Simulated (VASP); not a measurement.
Here is a VASP 6.6.1 calculation.

File INCAR:

```
ALGO = Normal
EDIFF = 1E-6
ENCUT = 520
GGA = PE
ISIF = 2
ISMEAR = 0
LASPH = True
LCHARG = True
LELF = True
LREAL = False
LVHAR = True
LWAVE = False
NBANDS = 33
NELM = 100
PREC = Accurate
SIGMA = 0.1
```

File KPOINTS:

```
k-points
0
Gamma
  12 12 4
```

The input POSCAR:

```
ZnGe2N2
1.0
    3.0372862093      0.0000000000      0.0000000000
   -1.5186431046      2.6303670158      0.0000000000
    0.0000000000      0.0000000000      9.6879322977
Zn Ge N
1 2 2
Direct
    0.0000000000      0.0000000000      0.0000000000
    0.3333333333      0.6666666667      0.2449269583
    0.6666666667      0.3333333333      0.7550730417
    0.3333333333      0.6666666667      0.6814391301
    0.6666666667      0.3333333333      0.3185608699
```

Potentials or basis: VASP PAW PBE potentials, release 64 (Zn, Ge_d, N).

Run with:

```bash
$ cat potpaw_PBE.64/Zn/POTCAR potpaw_PBE.64/Ge_d/POTCAR potpaw_PBE.64/N/POTCAR > POTCAR
$ mpirun -np 1 vasp_std > vasp.out
```

Question: Estimate the band gap on the k mesh.

Answer: Zero (band 25 reaches 3.83 eV, above the bottom of band 26 at 3.40 eV).

Question: Estimate the largest force.

Answer: 0.030 eV/Å.

Question: Estimate the pressure.

Answer: -0.1 GPa.

Stress tensor (GPa, compression positive):
```
-0.15  0.00  0.00
 0.00 -0.15  0.00
 0.00  0.00 -0.05
```
